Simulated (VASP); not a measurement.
# WS2 (Cm) in VASP: single point with r2SCAN

Aim: the single point of WS2 with r2SCAN.

Program: VASP 6.6.1. These are calculated values, not measurements. Logs are shortened: lines on timing, memory, paths and dates and some standing lists are left out, and cuts for length are marked.

### 1 The cell of the first run

It takes space group Cm (No. 8, monoclinic). Conventional cell: a = 5.470 Å, b = 3.158 Å, c = 6.427 Å, α = 90.00°, β = 106.48°, γ = 90.00°. W (site symmetry m) has 6 S at 2.35 to 2.49 Å and 6 W at 3.16 Å within 3.2 Å. Within 3.2 Å of S (site symmetry m) lie 3 W at 2.41 to 2.49 Å and 7 S at 3.13 to 3.16 Å. Within 3.2 Å of S (site symmetry m) lie 3 W at 2.35 to 2.43 Å and 7 S at 3.13 to 3.16 Å.

### 2 Single point, r2SCAN

Contents of POSCAR:

```
WS2
1.0
    1.5790003843      0.9116362969      6.1633300000
   -1.5790003843      0.9116362969      6.1633300000
    0.0000000000     -1.8232725938      6.1633300000
W S
1 2
Direct
    0.0104444880      0.0104444880     -0.0313836577
    0.7503000000      0.7503000000      0.7503000000
    0.5810000000      0.5810000000      0.5810000000
```

Contents of INCAR.step1:

```
SYSTEM = WS2
ALGO = Normal ; EDIFF = 1E-4
ENCUT = 520 ; GGA = PE
ISMEAR = 0 ; LASPH = .True.
LCHARG = .False. ; LREAL = .False.
LWAVE = .True. ; NBANDS = 20
NELM = 100 ; PREC = Accurate
SIGMA = 0.05
```

Contents of INCAR.step2:

```
SYSTEM = WS2
ALGO = Normal ; EDIFF = 1E-6
ENCUT = 520 ; ISIF = 2
ISMEAR = 0 ; ISTART = 1
LASPH = .True. ; LCHARG = .False.
LMIXTAU = .True. ; LREAL = .False.
LWAVE = .False. ; METAGGA = R2SCAN
NBANDS = 20 ; NELM = 100
PREC = Accurate ; SIGMA = 0.05
```

Contents of KPOINTS:

```
k-points
0
Gamma
  12 12 12
  0 0 0
```

Potentials or basis: VASP PAW PBE potentials, release 64 (W_sv, S).

The run is started by

```console
$ cat potpaw_PBE.64/W_sv/POTCAR potpaw_PBE.64/S/POTCAR > POTCAR
$ cp INCAR.step1 INCAR
$ mpirun -np 1 vasp_std > vasp.out
$ cp INCAR.step2 INCAR
$ mpirun -np 1 vasp_std > vasp.out
```

OUTCAR:

```text
SYSTEM = WS2
   EDIFF = 1E-6
   ENCUT = 520
   ISIF = 2
   ISMEAR = 0
   ISTART = 1
   LASPH = .True.
   LREAL = .False.
   METAGGA = R2SCAN
   NELM = 100
   PREC = Accurate

 ion  position               nearest neighbor table
   1  0.010  0.010  0.969-   3 2.35   3 2.35   2 2.41   2 2.41   3 2.43   2 2.49
   2  0.750  0.750  0.750-   1 2.41   1 2.41   1 2.49
   3  0.581  0.581  0.581-   1 2.35   1 2.35   1 2.43

  LATTYP: Found a trigonal (rhomboedric) cell.
 ALAT       =     6.4273602389
 COS(alpha) =     0.8792939096

  Lattice vectors:

 A1 = (   1.5790003843,   0.9116362969,   6.1633300000)
 A2 = (  -1.5790003843,   0.9116362969,   6.1633300000)
 A3 = (   0.0000000000,  -1.8232725938,   6.1633300000)

Analysis of symmetry for initial positions (statically):
=====================================================================
 Subroutine PRICEL returns:
 Original cell was already a primitive cell.

 Routine SETGRP: Setting up the symmetry group for a
 trigonal (rhombohedral) supercell.

 Subroutine GETGRP returns: Found  2 space group operations
 (whereof  2 operations were pure point group operations)
 out of a pool of 12 trial point group operations.

The static configuration has the point symmetry C_1h.

Analysis of symmetry for dynamics (positions and initial velocities):
=====================================================================
 Subroutine PRICEL returns:
 Original cell was already a primitive cell.

 Routine SETGRP: Setting up the symmetry group for a
 trigonal (rhombohedral) supercell.

 Subroutine GETGRP returns: Found  2 space group operations
 (whereof  2 operations were pure point group operations)
 out of a pool of 12 trial point group operations.

The dynamic configuration has the point symmetry C_1h.

 Subroutine INISYM returns: Found  2 space group operations
 (whereof  2 operations are pure point group operations),
 and found     1 'primitive' translations

----------------------------------------------------------------------------------------

                                     Primitive cell

  volume of cell :      53.2317

  direct lattice vectors                    reciprocal lattice vectors
     1.579000384  0.911636297  6.163330000     0.316656034  0.182821447  0.054083318
    -1.579000384  0.911636297  6.163330000    -0.316656034  0.182821447  0.054083318
     0.000000000 -1.823272594  6.163330000     0.000000000 -0.365642893  0.054083318

  length of vectors
     6.427360239  6.427360239  6.427360239     0.369621064  0.369621064  0.369621064

  position of ions in fractional coordinates (direct lattice)
     0.010444488  0.010444488  0.968616342
     0.750300000  0.750300000  0.750300000
     0.581000000  0.581000000  0.581000000

  ion indices of the primitive-cell ions
   primitive index   ion index
                 1           1
                 2           2
                 3           3

----------------------------------------------------------------------------------------

 KPOINTS: k-points

Automatic generation of k-mesh.
 Grid dimensions read from file:
 generate k-points for:   12   12   12

 Generating k-lattice:

  Cartesian coordinates                     Fractional coordinates (reciprocal lattice)
     0.026388003  0.015235121  0.004506943     0.083333333  0.000000000  0.000000000
    -0.026388003  0.015235121  0.004506943     0.000000000  0.083333333  0.000000000
     0.000000000 -0.030470241  0.004506943     0.000000000  0.000000000  0.083333333

  Length of vectors
     0.030801755  0.030801755  0.030801755

  Shift w.r.t. Gamma in fractional coordinates (k-lattice)
     0.000000000  0.000000000  0.000000000

 Subroutine IBZKPT returns following result:
 ===========================================

 Found    476 irreducible k-points:

 Following reciprocal coordinates:
            Coordinates               Weight
  0.000000  0.000000  0.000000      1.000000
  0.083333  0.000000  0.000000      4.000000
  0.000000  0.000000  0.083333      2.000000
  0.166667  0.000000  0.000000      4.000000
 -0.000000 -0.000000  0.166667      2.000000
  0.250000  0.000000  0.000000      4.000000
[... 16 lines left out ...]
 -0.333333 -0.000000 -0.083333      4.000000
  0.083333  0.000000  0.333333      4.000000
 [... further k-points ...]
   k-points           NKPTS =    476   k-points in BZ     NKDIM =    476   number of bands    NBANDS=     20
   number of dos      NEDOS =    301   number of ions     NIONS =      3
   total plane-waves  NPLWV = 110592
   dimension x,y,z NGX =    48 NGY =   48 NGZ =   48
   dimension x,y,z NGXF=    96 NGYF=   96 NGZF=   96
   ions per type =               1   2
   NGX,Y,Z   is equivalent  to a cutoff of  12.42, 12.42, 12.42 a.u.
   NGXF,Y,Z  is equivalent  to a cutoff of  24.83, 24.83, 24.83 a.u.
 SYSTEM =  WS2
   PREC   = accura    normal or accurate (medium, high low for compatibility)
   ISTART =      1    job   : 0-new  1-cont  2-samecut
   ICHARG =      0    charge: 1-file 2-atom 10-const
   ISPIN  =      1    spin polarized calculation?
   LNONCOLLINEAR =      F non collinear calculations
   LSORBIT =      F    spin-orbit coupling
   LASPH  =      T    aspherical Exc in radial PAW
   ENCUT  =  520.0 eV  38.22 Ry    6.18 a.u.  11.95 11.95 11.95*2*pi/ulx,y,z
   NELM   =    100;   NELMIN=  2; NELMDL=  0     # of ELM steps
   EDIFF  = 0.1E-05   stopping-criterion for ELM
   LREAL  =      F    real-space projection
   EDIFFG = 0.1E-04   stopping-criterion for IOM
   NSW    =      0    number of steps for IOM
   IBRION =     -1    ionic relax: 0-MD 1-quasi-New 2-CG
   NFREE  =      0    steps in history (QN), initial steepest desc. (CG)
   ISIF   =      2    stress and relaxation
   ISYM   =      2    0-nonsym 1-usesym 2-fastsym
   POTIM  = 0.5000    time-step for ionic-motion
   TEBEG  =    0.0;   TEEND  =   0.0 temperature during run
   PSTRESS=    0.0 pullay stress
   NELECT =      26.0000    total number of electrons
   NUPDOWN=      -1.0000    fix difference up-down
   EMIN   =  10.00;   EMAX   =-10.00  energy-range for DOS
   EFERMI =   0.00;   METHOD = LEGACY
   ISMEAR =     0;   SIGMA  =   0.05  broadening in eV -4-tet -1-fermi 0-gaus
   EFERMI_NEDOS =   21; number of points for ismear=-14 and -15
   IALGO  =     38    algorithm
   IMIX   =      4    mixing-type and parameters
     AMIX     =   0.40;   BMIX     =  1.00
     AMIX_MAG =   1.60;   BMIX_MAG =  1.00
  volume/ion in A,a.u.               =      17.74       119.74
  Fermi-wavevector in a.u.,A,eV,Ry     =   1.289266  2.436359 22.615688  1.662206
  Thomas-Fermi vector in A             =   2.421169
   LORBIT       =      0    0 simple, 1 ext, 2 COOP (PROOUT), +10 PAW based schemes
   METAGGA = R2SCAN    functional components
   LHFCALC =     F    Hartree Fock is set to
   AEXX    =    0.0000 exact exchange contribution
   IVDW    =     0    specifies the selected vdW correction
   LEPSILON=     F    determine dielectric tensor
   LRPA    =     F    only Hartree local field effects (RPA)
 non-spin polarized calculation
 Gauss-broadening in eV      SIGMA  =   0.05
  energy-cutoff  :      520.00
  volume of cell :       53.23
 maximum number of plane-waves:      1450
   NGX = 23   NGY = 23   NGZ = 23

 number of electron      26.0000001 magnetization

 Free energy of the ion-electron system (eV)
  ---------------------------------------------------
  ext. energy  EPLUGINS =         0.00000000
  ---------------------------------------------------
  free energy    TOTEN  =       -69.95149317 eV

  energy without entropy =      -69.95149317  energy(sigma->0) =      -69.95149317

 E-fermi :   7.6650     XC(G=0): -11.6632

 val. band max:        7.3826584840   @ k =   0.5000   0.5000   0.5000
 cond. band min:       8.4391324918   @ k =   0.1667   0.0000  -0.1667
 fundamental gap:      1.0564740078
 Fermi energy:         7.6650160784

 k-point     1 :       0.0000    0.0000    0.0000
  band No.  band energies     occupation
      1     -69.2490      2.00000
      2     -32.8658      2.00000
      3     -32.6876      2.00000
      4     -32.6690      2.00000
      5      -9.0391      2.00000
      6      -6.9615      2.00000
[... 12 lines left out ...]
     19      15.8845      0.00000
     20      16.4070      0.00000

 k-point     2 :       0.0833    0.0000    0.0000
  band No.  band energies     occupation
      1     -69.2476      2.00000
      2     -32.8608      2.00000
      3     -32.7119      2.00000
      4     -32.6776      2.00000
      5      -8.9135      2.00000
      6      -6.9287      2.00000
[... 12 lines left out ...]
     19      16.3400      0.00000
     20      16.5247      0.00000

 k-point     3 :       0.0000    0.0000    0.0833
  band No.  band energies     occupation
      1     -69.2476      2.00000
      2     -32.8611      2.00000
      3     -32.6952      2.00000
      4     -32.6937      2.00000
      5      -8.9183      2.00000
      6      -6.9213      2.00000
[... 12 lines left out ...]
     19      16.2335      0.00000
     20      16.3999      0.00000

 k-point     4 :       0.1667    0.0000    0.0000
  band No.  band energies     occupation
      1     -69.2436      2.00000
      2     -32.8473      2.00000
      3     -32.7833      2.00000
      4     -32.6956      2.00000
      5      -8.5550      2.00000
      6      -6.8350      2.00000
[... 12 lines left out ...]
     19      16.3845      0.00000
     20      17.0956      0.00000

 k-point     5 :      -0.0000   -0.0000    0.1667
  band No.  band energies     occupation
      1     -69.2437      2.00000
      2     -32.8481      2.00000
      3     -32.7662      2.00000
      4     -32.7103      2.00000
      5      -8.5743      2.00000
      6      -6.8060      2.00000
[... 12 lines left out ...]
     19      16.1680      0.00000
     20      16.9031      0.00000
[... 353 lines left out ...]
      6      -6.7267      2.00000
[... 12 lines left out ...]
     19      16.4058      0.00000
     20      16.9480      0.00000

 k-point    22 :       0.3333    0.0833   -0.0000
  band No.  band energies     occupation
      1     -69.2349      2.00000
      2     -32.9286      2.00000
      3     -32.8171      2.00000
      4     -32.7457      2.00000
      5      -7.6457      2.00000
      6      -6.5950      2.00000
[... 12 lines left out ...]
     19      15.9759      0.00000
     20      16.1552      0.00000

 k-point    23 :      -0.3333   -0.0000   -0.0833
  band No.  band energies     occupation
      1     -69.2349      2.00000
      2     -32.9375      2.00000
      3     -32.8163      2.00000
      4     -32.7391      2.00000
      5      -7.6252      2.00000
      6      -6.6287      2.00000
[... 12 lines left out ...]
     19      15.9569      0.00000
     20      16.0976      0.00000

 k-point    24 :       0.0833    0.0000    0.3333
  band No.  band energies     occupation
      1     -69.2350      2.00000
      2     -32.9145      2.00000
      3     -32.8184      2.00000
      4     -32.7558      2.00000
      5      -7.6878      2.00000
      6      -6.5388      2.00000
[... 12 lines left out ...]
     19      15.9410      0.00000
     20      16.1556      0.00000

 [... further k-points ...]
[... 5 lines left out ...]
  --------------------------------------------------------------------------------------
  -------------------------------------------------------------------------------------
  Total        1.7686410      0.6675025      0.9324617      0.0000000     -0.1784716      0.0000000
  in kB       53.2328537     20.0906026     28.0653877      0.0000000     -5.3716676      0.0000000
  external PRESSURE =      33.7962813 kB  Pullay stress =       0.0000000 kB

 VOLUME and BASIS-vectors are now :
 -----------------------------------------------------------------------------
  energy-cutoff  :      520.00
  volume of cell :       53.23
      direct lattice vectors                 reciprocal lattice vectors
     1.579000384  0.911636297  6.163330000     0.316656034  0.182821447  0.054083318
    -1.579000384  0.911636297  6.163330000    -0.316656034  0.182821447  0.054083318
     0.000000000 -1.823272594  6.163330000     0.000000000 -0.365642893  0.054083318

 POSITION                                       TOTAL-FORCE (eV/Angst)
 -----------------------------------------------------------------------------------
      0.00000     -1.74701      6.09865         0.000000     -1.673937      1.574515
      0.00000      0.00000     13.87304         0.000000      0.757385     -0.714138
      0.00000      0.00000     10.74268         0.000000      0.916553     -0.860376
 -----------------------------------------------------------------------------------
    total drift:                                0.000000     -0.000052      0.000026

  FREE ENERGIE OF THE ION-ELECTRON SYSTEM (eV)
  ---------------------------------------------------
  free  energy   TOTEN  =       -69.9514931733 eV

  energy  without entropy=      -69.9514931733  energy(sigma->0) =      -69.95149317
```

It took 35 min on 1 thread of Intel Xeon 6975P-C (Granite Rapids), shared host; peak memory 0.7 GiB.

Results:

```
Free energy            : -69.9515 eV
Pressure               : 3.4 GPa
Largest force          : 2.298 eV/Å
Band gap on the k mesh : 1.06 eV (least direct gap 1.97 eV)
```

Forces in eV/Å, atoms in the order of the input:
```
W    0.000 -1.674  1.575
S    0.000  0.757 -0.714
S    0.000  0.917 -0.860
```

Caveat: the cell differs from its parent crystal (all W atoms moved -0.100 Å, as atom 1 towards its neighbour atom 2 (S) at 2.391 Å); the cell stands under pressure; the PAW data sets were made with another functional, which shifts forces and pressure a little; spin-orbit coupling is left out, which moves the levels of the heavy elements. A k mesh can miss the band edges.
